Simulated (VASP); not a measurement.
Zr2S5, 7 atoms in the cell. It takes space group Pmm2 (No. 25, orthorhombic). The conventional cell has a = 3.419 Å, b = 8.367 Å, c = 7.267 Å, α = 90.00°, β = 90.00°, γ = 90.00°. Zr (site symmetry m) has 6 S at 2.44 to 2.68 Å within 3.2 Å. Within 3.2 Å of S (site symmetry m) lie 2 Zr at 2.44 Å. S (site symmetry m) has 1 S at 2.10 Å and 2 Zr at 2.66 Å within 2.8 Å. Within 3.5 Å of S (site symmetry mm2) lie 4 Zr at 2.68 Å and 6 S at 3.21 to 3.42 Å. The cell was built from a structure type or drawn by symmetry, and may not be a known phase.

```yaml
Program: VASP 6.6.1
Task: single point
Functional: PBE
Potentials_or_basis: VASP PAW PBE potentials, release 64 (Zr_sv, S)
Cutoff: 520 eV
k_mesh: 10 × 4 × 6
Occupations: gaussian, width 0.02 eV
Spin: no spin polarisation
Dipole_correction: no
Further_INCAR_settings: ALGO = Normal; EDIFF = 1e-07; NBANDS = 36
```

Potentials or basis: VASP PAW PBE potentials, release 64 (Zr_sv, S).

Command:

```sh
$ cat potpaw_PBE.64/Zr_sv/POTCAR potpaw_PBE.64/S/POTCAR > POTCAR
$ mpirun -np 1 vasp_std > vasp.out
```

Hardware: 1 thread of Intel(R) Xeon(R) 6975P-C (Granite Rapids), with other jobs on the host.

How long does it take, and how much memory?

It took 6.4 min on 1 thread of Intel(R) Xeon(R) 6975P-C (Granite Rapids), on a shared host, peak memory 0.56 GiB. Counts: scf iterations 17, k points 72.
